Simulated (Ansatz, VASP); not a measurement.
**InSb: VASP beside Ansatz**

```
In Sb
1.0
     0.00000    3.31726    3.31726
     3.31726    0.00000    3.31726
     3.31726    3.31726    0.00000
In Sb
1 1
Direct
  0.00000 0.00000 0.00000
  0.75000 0.75000 0.75000
```

Alike in both runs: task single point; functional PBE; k mesh 10 × 10 × 10; occupations gaussian, width 0.05 eV; no spin polarisation.

|  | VASP | Ansatz |
| --- | --- | --- |
| version | VASP 6.6.1 | Ansatz 0.2.0 |
| potentials or method | VASP PAW PBE potentials, release 64 (In_d, Sb), cutoff 520 eV | scalar-relativistic, plane waves, PAW |
| valence electrons in the cell | 18 | 28 |

```tsv
	VASP	Ansatz	Ansatz less VASP
gap on the k mesh at the Fermi level (eV)	none	none	-
pressure (GPa)	0.0	0.0	+0.03
```

A gap of «none» marks a metal or a gap that the smearing closes. VASP's potentials hold 18 valence electrons a cell and Ansatz's 28, so a difference there can come from the potentials and not from the codes.

Spin-orbit coupling is off throughout.
